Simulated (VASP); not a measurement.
# InSb (F-43m) in VASP: notebook, part 2 of 2

VASP 6.6.1. Earlier steps stand in the parts before.

## Step 3: Relaxation of the atoms, PBE (volume scaled by 1.04)

The input, INCAR:

```
PREC     = Accurate       # precision mode
ENCUT    = 450            # plane-wave cutoff, eV
EDIFF    = 1E-7           # SCF threshold, eV
ISMEAR   = -1             # smearing method
SIGMA    = 0.05           # smearing width, eV
LREAL    = False          # projectors in reciprocal space
LASPH    = True           # aspherical terms in the spheres
NELM     = 120            # most SCF steps
ALGO     = Normal         # electronic algorithm
ISIF     = 2              # what is computed and relaxed
LWAVE    = False          # write WAVECAR
LCHARG   = False          # write CHGCAR
GGA      = PE             # functional
IBRION   = 2              # ionic algorithm
NSW      = 80             # ionic steps
EDIFFG   = -0.02          # ionic threshold
GGA_COMPAT= False        
NELMIN   = 4
```

The input, KPOINTS:

```
Automatic mesh
0
Gamma
  12 12 12
```

The input, POSCAR:

```
InSb
1.0
    0.0000000000      3.2817246249      3.2817246249
    3.2817246249      0.0000000000      3.2817246249
    3.2817246249      3.2817246249      0.0000000000
In Sb
1 1
Direct
    0.0000000000      0.0000000000      0.0000000000
    0.7500000000      0.7500000000      0.7500000000
```

Potentials or basis: VASP PAW PBE potentials, release 64 (In_d, Sb).

The run is started by

```sh
> cat potpaw_PBE.64/In_d/POTCAR potpaw_PBE.64/Sb/POTCAR > POTCAR
> mpirun -np 1 vasp_std > vasp.out
```

OUTCAR:

```text
PREC = Accurate
   ENCUT = 450
   EDIFF = 1E-7
   ISMEAR = -1
   LREAL = False
   LASPH = True
   NELM = 120
   ISIF = 2
   GGA = PE
   IBRION = 2
   NSW = 80
   EDIFFG = -0.02
   NELMIN = 4

 ion  position               nearest neighbor table
   1  0.000  0.000  0.000-   2 2.84   2 2.84   2 2.84   2 2.84
   2  0.750  0.750  0.750-   1 2.84   1 2.84   1 2.84   1 2.84

  LATTYP: Found a face centered cubic cell.
 ALAT       =     6.5634492498

  Lattice vectors:

 A1 = (   0.0000000000,   3.2817246249,   3.2817246249)
 A2 = (   3.2817246249,   0.0000000000,   3.2817246249)
 A3 = (   3.2817246249,   3.2817246249,   0.0000000000)

Analysis of symmetry for initial positions (statically):
=====================================================================
 Subroutine PRICEL returns:
 Original cell was already a primitive cell.

 Routine SETGRP: Setting up the symmetry group for a
 face centered cubic supercell.

 Subroutine GETGRP returns: Found 24 space group operations
 (whereof 24 operations were pure point group operations)
 out of a pool of 48 trial point group operations.

The static configuration has the point symmetry T_d .

Analysis of symmetry for dynamics (positions and initial velocities):
=====================================================================
 Subroutine PRICEL returns:
 Original cell was already a primitive cell.

 Routine SETGRP: Setting up the symmetry group for a
 face centered cubic supercell.

 Subroutine GETGRP returns: Found 24 space group operations
 (whereof 24 operations were pure point group operations)
 out of a pool of 48 trial point group operations.

The dynamic configuration has the point symmetry T_d .

 Subroutine INISYM returns: Found 24 space group operations
 (whereof 24 operations are pure point group operations),
 and found     1 'primitive' translations

----------------------------------------------------------------------------------------

                                     Primitive cell

  volume of cell :      70.6865

  direct lattice vectors                    reciprocal lattice vectors
     0.000000000  3.281724625  3.281724625    -0.152358914  0.152358914  0.152358914
     3.281724625  0.000000000  3.281724625     0.152358914 -0.152358914  0.152358914
     3.281724625  3.281724625  0.000000000     0.152358914  0.152358914 -0.152358914

  length of vectors
     4.641059473  4.641059473  4.641059473     0.263893380  0.263893380  0.263893380

  position of ions in fractional coordinates (direct lattice)
     0.000000000  0.000000000  0.000000000
     0.750000000  0.750000000  0.750000000

  ion indices of the primitive-cell ions
   primitive index   ion index
                 1           1
                 2           2

----------------------------------------------------------------------------------------

 KPOINTS: Automatic mesh

Automatic generation of k-mesh.
 Grid dimensions read from file:
[... 26 lines left out ...]
  0.333333  0.000000  0.000000      8.000000
  0.416667  0.000000  0.000000      8.000000
[... 16 lines left out ...]
  0.500000  0.166667  0.000000     24.000000
 -0.416667  0.166667  0.000000     24.000000
 [... further k-points ...]
   k-points           NKPTS =     72   k-points in BZ     NKDIM =     72   number of bands    NBANDS=     13
   number of dos      NEDOS =    301   number of ions     NIONS =      2
   total plane-waves  NPLWV =  32768
   dimension x,y,z NGX =    32 NGY =   32 NGZ =   32
   dimension x,y,z NGXF=    64 NGYF=   64 NGZF=   64
   ions per type =               1   1
   NGX,Y,Z   is equivalent  to a cutoff of  11.46, 11.46, 11.46 a.u.
   NGXF,Y,Z  is equivalent  to a cutoff of  22.93, 22.93, 22.93 a.u.
 SYSTEM =  unknown system
   PREC   = accura    normal or accurate (medium, high low for compatibility)
   ISTART =      0    job   : 0-new  1-cont  2-samecut
   ICHARG =      2    charge: 1-file 2-atom 10-const
   ISPIN  =      1    spin polarized calculation?
   LNONCOLLINEAR =      F non collinear calculations
   LSORBIT =      F    spin-orbit coupling
   LASPH  =      T    aspherical Exc in radial PAW
   ENCUT  =  450.0 eV  33.07 Ry    5.75 a.u.   8.03  8.03  8.03*2*pi/ulx,y,z
   NELM   =    120;   NELMIN=  4; NELMDL= -5     # of ELM steps
   EDIFF  = 0.1E-06   stopping-criterion for ELM
   LREAL  =      F    real-space projection
   EDIFFG = -.2E-01   stopping-criterion for IOM
   NSW    =     80    number of steps for IOM
   IBRION =      2    ionic relax: 0-MD 1-quasi-New 2-CG
   NFREE  =      1    steps in history (QN), initial steepest desc. (CG)
   ISIF   =      2    stress and relaxation
   ISYM   =      2    0-nonsym 1-usesym 2-fastsym
   POTIM  = 0.5000    time-step for ionic-motion
   TEBEG  =    0.0;   TEEND  =   0.0 temperature during run
   PSTRESS=    0.0 pullay stress
   NELECT =      18.0000    total number of electrons
   NUPDOWN=      -1.0000    fix difference up-down
   EMIN   =  10.00;   EMAX   =-10.00  energy-range for DOS
   EFERMI =   0.00;   METHOD = LEGACY
   ISMEAR =    -1;   SIGMA  =   0.05  broadening in eV -4-tet -1-fermi 0-gaus
   EFERMI_NEDOS =   21; number of points for ismear=-14 and -15
   IALGO  =     38    algorithm
   IMIX   =      4    mixing-type and parameters
     AMIX     =   0.40;   BMIX     =  1.00
     AMIX_MAG =   1.60;   BMIX_MAG =  1.00
  volume/ion in A,a.u.               =      35.34       238.51
  Fermi-wavevector in a.u.,A,eV,Ry     =   1.037656  1.960886 14.649809  1.076731
  Thomas-Fermi vector in A             =   2.172104
   LORBIT       =      0    0 simple, 1 ext, 2 COOP (PROOUT), +10 PAW based schemes
   GGA     = PE    functional components
   LHFCALC =     F    Hartree Fock is set to
   AEXX    =    0.0000 exact exchange contribution
   IVDW    =     0    specifies the selected vdW correction
   LEPSILON=     F    determine dielectric tensor
   LRPA    =     F    only Hartree local field effects (RPA)
 conjugate gradient relaxation of ions
 non-spin polarized calculation
  energy-cutoff  :      450.00
  volume of cell :       70.69
 maximum number of plane-waves:      1552
   NGX = 17   NGY = 17   NGZ = 17

 number of electron      18.0000010 magnetization

 Free energy of the ion-electron system (eV)
  ---------------------------------------------------
  ext. energy  EPLUGINS =         0.00000000
  ---------------------------------------------------
  free energy    TOTEN  =        -6.94435947 eV

  energy without entropy =       -6.94411178  energy(sigma->0) =       -6.94423562

 E-fermi :   4.7973     XC(G=0):  -8.5204

 val. band max:        4.7023788911   @ k =   0.0000   0.0000   0.0000
 cond. band min:       5.1745314618   @ k =   0.5000   0.0000   0.0000
 fundamental gap:      0.4721525707
 Fermi energy:         4.7972942542

 k-point     1 :       0.0000    0.0000    0.0000
  band No.  band energies     occupation
      1      -9.8242      2.00000
      2      -9.8242      2.00000
      3      -9.8242      2.00000
      4      -9.7495      2.00000
      5      -9.7495      2.00000
      6      -5.7747      2.00000
      7       4.2926      1.99992
      8       4.7024      1.73940
      9       4.7024      1.73940
     10       4.7024      1.73940
     11       7.6672      0.00000
     12       7.6672      0.00000
     13       7.6672      0.00000
[... 354 lines left out ...]
  band No.  band energies     occupation
      1      -9.8691      2.00000
      2      -9.8044      2.00000
      3      -9.8029      2.00000
      4      -9.7506      2.00000
      5      -9.7484      2.00000
      6      -4.3606      2.00000
      7      -0.6855      2.00000
      8       2.4570      2.00000
      9       3.5009      2.00000
     10       6.3605      0.00000
     11       8.3960      0.00000
     12       9.1702      0.00000
     13      10.9606      0.00000

 [... further k-points ...]

------------------------ aborting loop because EDIFF is reached ----------------------------------------

  FORCE on cell =-STRESS in cart. coord.  units (eV):
  Direction    XX          YY          ZZ          XY          YZ          ZX
  --------------------------------------------------------------------------------------
  -------------------------------------------------------------------------------------
  Total        0.5719894      0.5719894      0.5719894      0.0000000      0.0000000      0.0000000
  in kB       12.9646899     12.9646899     12.9646899      0.0000000      0.0000000      0.0000000
  external PRESSURE =      12.9646899 kB  Pullay stress =       0.0000000 kB

 VOLUME and BASIS-vectors are now :
 -----------------------------------------------------------------------------
  energy-cutoff  :      450.00
  volume of cell :       70.69
      direct lattice vectors                 reciprocal lattice vectors
     0.000000000  3.281724625  3.281724625    -0.152358914  0.152358914  0.152358914
     3.281724625  0.000000000  3.281724625     0.152358914 -0.152358914  0.152358914
     3.281724625  3.281724625  0.000000000     0.152358914  0.152358914 -0.152358914

 POSITION                                       TOTAL-FORCE (eV/Angst)
 -----------------------------------------------------------------------------------
      0.00000      0.00000      0.00000         0.000000     -0.000000     -0.000000
      4.92259      4.92259      4.92259        -0.000000      0.000000      0.000000
 -----------------------------------------------------------------------------------
    total drift:                                0.000000      0.000000      0.000000

  FREE ENERGIE OF THE ION-ELECTRON SYSTEM (eV)
  ---------------------------------------------------
  free  energy   TOTEN  =        -6.9443594674 eV

  energy  without entropy=       -6.9441117806  energy(sigma->0) =       -6.94423562

 reached required accuracy - stopping structural energy minimisation
```

Run time: 66 s. Hardware: 1 thread of Intel Xeon 8259CL, shared host; peak memory 0.21 GiB.

What came out:

```
Free energy             : -6.9444 eV
Pressure after relaxing : 1.3 GPa
Band gap on the k mesh  : zero (filled and empty bands touch)
```

Final structure:
```
In Sb
1.0
     0.00000    3.28172    3.28172
     3.28172    0.00000    3.28172
     3.28172    3.28172    0.00000
In Sb
1 1
Direct
  0.00000 0.00000 0.00000
  0.75000 0.75000 0.75000
```

Caveat: the relaxation stopped at its first step, so nothing moved; spin-orbit coupling is left out, which moves the levels of the heavy elements.

## Step 4: Relaxation of the atoms, PBE (volume scaled by 1.06)

The input, INCAR:

```
SYSTEM = InSb
PREC = Accurate
ENCUT = 450
EDIFF = 1E-7
ISMEAR = -1
SIGMA = 0.05
LREAL = .False.
LASPH = .True.
NELM = 120
ALGO = Normal
ISIF = 2
LWAVE = .False.
LCHARG = .False.
GGA = PE
IBRION = 2
NSW = 80
EDIFFG = -0.02
GGA_COMPAT = .False.
NELMIN = 4
```

The input, KPOINTS:

```
regular mesh
0
Gamma
  12 12 12
  0 0 0
```

The input, POSCAR:

```
InSb
1.0
    0.0000000000      3.3026278931      3.3026278931
    3.3026278931      0.0000000000      3.3026278931
    3.3026278931      3.3026278931      0.0000000000
In Sb
1 1
Direct
    0.0000000000      0.0000000000      0.0000000000
    0.7500000000      0.7500000000      0.7500000000
```

The run is started by

```sh
> cat potpaw_PBE.64/In_d/POTCAR potpaw_PBE.64/Sb/POTCAR > POTCAR
> mpirun -np 1 vasp_std > vasp.out
```

Wall time 64 s (1 thread of Intel Xeon 8259CL, shared host); peak memory 0.22 GiB.

It converged, with:

```yaml
Free_energy: -6.9520 eV
Pressure_after_relaxing: 0.5 GPa
Band_gap_on_the_k_mesh: zero (filled and empty bands touch)
```

Final structure:
```xyz
2
Lattice="0.0000 3.3026 3.3026 3.3026 0.0000 3.3026 3.3026 3.3026 0.0000" Properties=species:S:1:pos:R:3 pbc="T T T"
In    0.0000    0.0000    0.0000
Sb    4.9539    4.9539    4.9539
```

Levels at points of the mesh, in eV from the Fermi level:
| k point | band 6 | band 7 | band 8 | band 9 | band 10 | band 11 | band 12 | band 13 |
| --- | --- | --- | --- | --- | --- | --- | --- | --- |
| (0.00, 0.00, 0.00) | -10.46 | -0.61 | -0.10 | -0.10 | -0.10 | 2.87 | 2.87 | 2.87 |
| (0.50, 0.00, 0.00) | -9.24 | -5.46 | -1.02 | -1.02 | 0.34 | 3.70 | 3.70 | 6.02 |
| (0.50, 0.50, 0.00) | -8.70 | -5.77 | -2.17 | -2.17 | 1.26 | 1.35 | 7.71 | 7.71 |

Caveat: the relaxation stopped at its first step, so nothing moved; spin-orbit coupling is left out, which moves the levels of the heavy elements.

## Step 5: The runs side by side

```csv
cell,cutoff (eV),gap on the mesh (eV),pressure (GPa)
"atoms relaxed from a = 4.641 Å, angles 60.0°, 2 atoms",520,none,1.3
"atoms relaxed from a = 4.641 Å, angles 60.0°, 2 atoms",450,none,1.3
"atoms relaxed from a = 4.671 Å, angles 60.0°, 2 atoms",450,none,0.5
```

Alike in all rows: task relaxation of the atoms; level PBE; potentials or basis VASP PAW PBE potentials, release 64 (In_d, Sb); no spin polarisation; k mesh 12 × 12 × 12; smearing fermi-dirac 0.05 eV.

Caveats: the relaxation stopped at its first step, so nothing moved; spin-orbit coupling is left out, which moves the levels of the heavy elements.

Total energies depend on the potentials used, so only differences within one code and one set of settings carry meaning.
